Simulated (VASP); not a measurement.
# BiTe (I4/mmm) in VASP: further runs, part 2 of 2

VASP 6.6.1.

## 4. Single point, LDA (zz strain of +1 %)

The input, INCAR:

```
PREC = Accurate
ENCUT = 520
EDIFF = 1E-7
ISMEAR = -1
SIGMA = 0.08
LREAL = False
LASPH = True
NELM = 100
ALGO = Normal
ISIF = 2
LWAVE = False
LCHARG = True
GGA = CA
LELF = True
LVHAR = True
NBANDS = 18
```

The input, KPOINTS:

```
Automatic mesh
0
Gamma
  10 10 10
```

The input, POSCAR:

```
BiTe
1.0
    0.0000000000      3.2350000000      3.2673500000
    3.2350000000      0.0000000000      3.2673500000
    3.2350000000      3.2350000000      0.0000000000
Bi Te
1 1
Direct
    0.0000000000      0.0000000000      0.0000000000
    0.5000000000      0.5000000000      0.5000000000
```

Potentials or basis: VASP PAW LDA potentials, release 64 (Bi_d, Te).

Run with:

```
cat potpaw_LDA.64/Bi_d/POTCAR potpaw_LDA.64/Te/POTCAR > POTCAR
mpirun -np 1 vasp_std > vasp.out
```

OUTCAR:

```text
PREC = Accurate
   ENCUT = 520
   EDIFF = 1E-7
   ISMEAR = -1
   LREAL = False
   LASPH = True
   NELM = 100
   ISIF = 2
   GGA = CA

 ion  position               nearest neighbor table
   1  0.000  0.000  0.000-   2 3.23   2 3.23   2 3.23   2 3.23   2 3.27   2 3.27
   2  0.500  0.500  0.500-   1 3.23   1 3.23   1 3.23   1 3.23   1 3.27   1 3.27

  LATTYP: Found a body centered tetragonal cell.
 ALAT       =     4.5749808743
 C/A-ratio  =     1.4283556980

  Lattice vectors:

 A1 = (  -3.2350000000,   0.0000000000,   3.2673500000)
 A2 = (   3.2350000000,   0.0000000000,   3.2673500000)
 A3 = (   0.0000000000,   3.2350000000,  -3.2673500000)

Analysis of symmetry for initial positions (statically):
=====================================================================
 Subroutine PRICEL returns:
 Original cell was already a primitive cell.

 Routine SETGRP: Setting up the symmetry group for a
 body centered tetragonal supercell.

 Subroutine GETGRP returns: Found 16 space group operations
 (whereof 16 operations were pure point group operations)
 out of a pool of 16 trial point group operations.

[... 154 lines left out ...]
 Free energy of the ion-electron system (eV)
  ---------------------------------------------------
  ext. energy  EPLUGINS =         0.00000000
  ---------------------------------------------------
  free energy    TOTEN  =        -8.48953649 eV

  energy without entropy =       -8.45904704  energy(sigma->0) =       -8.47429176

 E-fermi :   6.2980     XC(G=0):  -9.6325

 val. band max:        6.2901457338   @ k =   0.2000   0.0000   0.1000
 cond. band min:       6.3039707078   @ k =   0.2000   0.2000   0.0000
 fundamental gap:      0.0138249740
 Fermi energy:         6.2979805275

 k-point     1 :       0.0000    0.0000    0.0000
  band No.  band energies     occupation
      1     -16.7611      2.00000
      2     -16.7545      2.00000
      3     -16.7539      2.00000
      4     -16.7491      2.00000
      5     -16.7491      2.00000
      6      -7.1493      2.00000
[... 481 lines left out ...]
      5     -16.7414      2.00000
      6      -5.9040      2.00000
[... 10 lines left out ...]
     17      15.1779      0.00000
     18      15.2670      0.00000

 [... further k-points ...]
[... 5 lines left out ...]
  --------------------------------------------------------------------------------------
  -------------------------------------------------------------------------------------
  Total       -1.2574935     -1.2574935     -1.5226230      0.0000000     -0.0000000     -0.0000000
  in kB      -29.4606343    -29.4606343    -35.6721066      0.0000000     -0.0000000     -0.0000000
  external PRESSURE =     -31.5311250 kB  Pullay stress =       0.0000000 kB

 VOLUME and BASIS-vectors are now :
 -----------------------------------------------------------------------------
  energy-cutoff  :      520.00
  volume of cell :       68.39
      direct lattice vectors                 reciprocal lattice vectors
     0.000000000  3.235000000  3.267350000    -0.154559505  0.154559505  0.153029213
     3.235000000  0.000000000  3.267350000     0.154559505 -0.154559505  0.153029213
     3.235000000  3.235000000  0.000000000     0.154559505  0.154559505 -0.153029213

 POSITION                                       TOTAL-FORCE (eV/Angst)
 -----------------------------------------------------------------------------------
      0.00000      0.00000      0.00000         0.000000     -0.000000      0.000000
      3.23500      3.23500      3.26735        -0.000000      0.000000      0.000000
 -----------------------------------------------------------------------------------
    total drift:                               -0.000000      0.000000      0.000000

  FREE ENERGIE OF THE ION-ELECTRON SYSTEM (eV)
  ---------------------------------------------------
  free  energy   TOTEN  =        -8.4895364868 eV

  energy  without entropy=       -8.4590470384  energy(sigma->0) =       -8.47429176
```

OSZICAR:

```text
N       E                     dE             d eps       ncg     rms          rms(c)
DAV:   1     0.158278305893E+03    0.15828E+03   -0.98523E+03  3680   0.112E+03
DAV:   2     0.367549090395E+01   -0.15460E+03   -0.15060E+03  3928   0.303E+02
DAV:   3    -0.816759135106E+01   -0.11843E+02   -0.11695E+02  4474   0.887E+01
DAV:   4    -0.850961857888E+01   -0.34203E+00   -0.34167E+00  4486   0.162E+01
DAV:   5    -0.852460913426E+01   -0.14991E-01   -0.14990E-01  5032   0.319E+00    0.621E+00
DAV:   6    -0.849135419944E+01    0.33255E-01   -0.93454E-02  5374   0.192E+00    0.384E+00
DAV:   7    -0.849005213203E+01    0.13021E-02   -0.20566E-02  4270   0.769E-01    0.587E-01
DAV:   8    -0.848951401671E+01    0.53812E-03   -0.32827E-03  4708   0.397E-01    0.903E-02
DAV:   9    -0.848953747781E+01   -0.23461E-04   -0.34382E-04  4070   0.107E-01    0.489E-02
DAV:  10    -0.848953706365E+01    0.41416E-06   -0.14604E-05  4920   0.218E-02    0.290E-02
DAV:  11    -0.848953666278E+01    0.40087E-06   -0.47479E-06  4850   0.115E-02    0.766E-03
DAV:  12    -0.848953649010E+01    0.17268E-06   -0.71781E-07  4672   0.712E-03    0.110E-03
DAV:  13    -0.848953648676E+01    0.33478E-08   -0.97473E-08  2294   0.218E-03
   1 F= -.84895365E+01 E0= -.84742918E+01  d E =-.304894E-01
```

Run time: 66 s. Hardware: 1 thread of Intel Xeon 6975P-C (Granite Rapids), shared host; peak memory 0.26 GiB.

What came out:

| Property | Result |
| --- | --- |
| Free energy | -8.4895 eV |
| Pressure | -3.2 GPa |

Stress tensor (GPa, compression positive):
```
-2.95  0.00  0.00
 0.00 -2.95  0.00
 0.00  0.00 -3.57
```

Levels at points of the mesh, in eV from the Fermi level:
```tsv
k point	band 6	band 7	band 8	band 9	band 10	band 11	band 12	band 13	band 14	band 15
(0.00, 0.00, 0.00)	-13.45	-8.19	-2.53	-2.53	-2.39	1.97	2.19	2.19	4.67	4.74
(0.50, 0.00, 0.00)	-11.53	-11.21	-1.86	-1.84	-1.57	-0.85	-0.61	-0.60	7.26	7.72
(0.50, 0.50, 0.00)	-11.79	-9.89	-5.54	-3.92	-3.92	2.30	3.54	3.54	4.75	8.69
(0.50, 0.00, 0.50)	-11.69	-9.99	-5.58	-4.00	-3.87	2.28	3.39	3.62	4.89	8.67
```

Caveat: the cell differs from its parent crystal (zz strain of +1 %); spin-orbit coupling is left out, which moves the levels of the heavy elements.

## 5. Single point, LDA (zz strain of +2 %)

The input, INCAR:

```
SYSTEM = BiTe
PREC = Accurate
ENCUT = 520
EDIFF = 1E-6
ISMEAR = -1
SIGMA = 0.08
LREAL = .FALSE.
LASPH = .TRUE.
NELM = 60
ALGO = Normal
ISIF = 2
LWAVE = .FALSE.
LCHARG = .TRUE.
LELF = .TRUE.
LVHAR = .TRUE.
NBANDS = 18
```

The input, KPOINTS:

```
Automatic mesh
0
G
  10 10 10
  0 0 0
```

The input, POSCAR:

```
BiTe
1.0
    0.0000000000      3.2350000000      3.2997000000
    3.2350000000      0.0000000000      3.2997000000
    3.2350000000      3.2350000000      0.0000000000
Bi Te
1 1
Direct
    0.0000000000      0.0000000000      0.0000000000
    0.5000000000      0.5000000000      0.5000000000
```

Potentials or basis: VASP PAW LDA potentials, release 64 (Bi_d, Te).

Run with:

```
cat potpaw_LDA.64/Bi_d/POTCAR potpaw_LDA.64/Te/POTCAR > POTCAR
mpirun -np 1 vasp_std > vasp.out
```

OUTCAR:

```text
SYSTEM = BiTe
   PREC = Accurate
   ENCUT = 520
   EDIFF = 1E-6
   ISMEAR = -1
   LREAL = .FALSE.
   LASPH = .TRUE.
   NELM = 60
   ISIF = 2

 ion  position               nearest neighbor table
   1  0.000  0.000  0.000-   2 3.23   2 3.23   2 3.23   2 3.23   2 3.30   2 3.30
   2  0.500  0.500  0.500-   1 3.23   1 3.23   1 3.23   1 3.23   1 3.30   1 3.30

  LATTYP: Found a body centered tetragonal cell.
 ALAT       =     4.5749808743
 C/A-ratio  =     1.4424978336

  Lattice vectors:

 A1 = (  -3.2350000000,   0.0000000000,   3.2997000000)
 A2 = (   3.2350000000,   0.0000000000,   3.2997000000)
 A3 = (   0.0000000000,   3.2350000000,  -3.2997000000)

[... 671 lines left out ...]
      6      -6.0191      2.00000
[... 10 lines left out ...]
     17      14.9917      0.00000
     18      15.0876      0.00000

 [... further k-points ...]
[... 5 lines left out ...]
  --------------------------------------------------------------------------------------
  -------------------------------------------------------------------------------------
  Total       -1.3608533     -1.3608533     -1.8767193      0.0000000      0.0000000      0.0000000
  in kB      -31.5695849    -31.5695849    -43.5368381      0.0000000      0.0000000      0.0000000
  external PRESSURE =     -35.5586693 kB  Pullay stress =       0.0000000 kB

 VOLUME and BASIS-vectors are now :
 -----------------------------------------------------------------------------
  energy-cutoff  :      520.00
  volume of cell :       69.06
      direct lattice vectors                 reciprocal lattice vectors
     0.000000000  3.235000000  3.299700000    -0.154559505  0.154559505  0.151528927
     3.235000000  0.000000000  3.299700000     0.154559505 -0.154559505  0.151528927
     3.235000000  3.235000000  0.000000000     0.154559505  0.154559505 -0.151528927

 POSITION                                       TOTAL-FORCE (eV/Angst)
 -----------------------------------------------------------------------------------
      0.00000      0.00000      0.00000        -0.000000      0.000000      0.000000
      3.23500      3.23500      3.29970         0.000000     -0.000000      0.000000
 -----------------------------------------------------------------------------------
    total drift:                               -0.000000      0.000000      0.000000

  FREE ENERGIE OF THE ION-ELECTRON SYSTEM (eV)
  ---------------------------------------------------
  free  energy   TOTEN  =        -8.4729864676 eV

  energy  without entropy=       -8.4426470908  energy(sigma->0) =       -8.45781678
```

OSZICAR:

```text
N       E                     dE             d eps       ncg     rms          rms(c)
DAV:   1     0.157703996993E+03    0.15770E+03   -0.97878E+03  3680   0.111E+03
DAV:   2     0.382317734282E+01   -0.15388E+03   -0.14982E+03  3904   0.304E+02
DAV:   3    -0.815662939142E+01   -0.11980E+02   -0.11838E+02  4546   0.897E+01
DAV:   4    -0.849546118376E+01   -0.33883E+00   -0.33771E+00  4490   0.161E+01
DAV:   5    -0.850961124005E+01   -0.14150E-01   -0.14149E-01  5062   0.314E+00    0.607E+00
DAV:   6    -0.847477731917E+01    0.34834E-01   -0.99378E-02  5380   0.196E+00    0.377E+00
DAV:   7    -0.847348276661E+01    0.12946E-02   -0.20721E-02  4258   0.766E-01    0.622E-01
DAV:   8    -0.847296463822E+01    0.51813E-03   -0.31652E-03  4710   0.389E-01    0.926E-02
DAV:   9    -0.847298742410E+01   -0.22786E-04   -0.34783E-04  4158   0.108E-01    0.522E-02
DAV:  10    -0.847298697982E+01    0.44428E-06   -0.14914E-05  4814   0.221E-02    0.318E-02
DAV:  11    -0.847298646755E+01    0.51226E-06   -0.54579E-06  3964   0.131E-02
   1 F= -.84729865E+01 E0= -.84578168E+01  d E =-.303394E-01
```

stdout:

```text
POSCAR found type information on POSCAR BiTe
 POSCAR found :  2 types and       2 ions
 scaLAPACK will be used
 LDA part: xc-table for (Slater(with rela. corr.)+CA(PZ))
 , standard interpolation
 POSCAR, INCAR and KPOINTS ok, starting setup
 FFT: planning ... GRIDC
 FFT: planning ... GRID_SOFT
 FFT: planning ... GRID
 WAVECAR not read
 entering main loop
```

Run time: 73 s. Hardware: 1 thread of Intel Xeon 6975P-C (Granite Rapids), shared host; peak memory 0.26 GiB.

What came out:

```yaml
Free_energy: -8.4730 eV
Pressure: -3.6 GPa
```

Stress tensor (GPa, compression positive):
```
-3.16  0.00  0.00
 0.00 -3.16  0.00
 0.00  0.00 -4.35
```

Caveat: the cell differs from its parent crystal (zz strain of +2 %); spin-orbit coupling is left out, which moves the levels of the heavy elements.

## 6. Overview

```csv
cell,gap on the mesh (eV),pressure (GPa)
"a = 4.552, b = 4.552, c = 4.529 Å, angles 60.2, 60.2, 59.7°, 2 atoms",none,-1.8
"a = 4.552, b = 4.552, c = 4.575 Å, angles 59.8, 59.8, 60.3°, 2 atoms",none,-2.3
"a = 4.598, b = 4.598, c = 4.575 Å, angles 60.2, 60.2, 59.7°, 2 atoms",none,-3.2
"a = 4.621, b = 4.621, c = 4.575 Å, angles 60.3, 60.3, 59.3°, 2 atoms",none,-3.6
```

Alike in all rows: task single point; level LDA; potentials or basis VASP PAW LDA potentials, release 64 (Bi_d, Te); no spin polarisation; k mesh 10 × 10 × 10; cutoff (eV) 520; smearing fermi-dirac 0.08 eV.

Caveats: spin-orbit coupling is left out, which moves the levels of the heavy elements.

Total energies depend on the potentials used, so only differences within one code and one set of settings carry meaning.
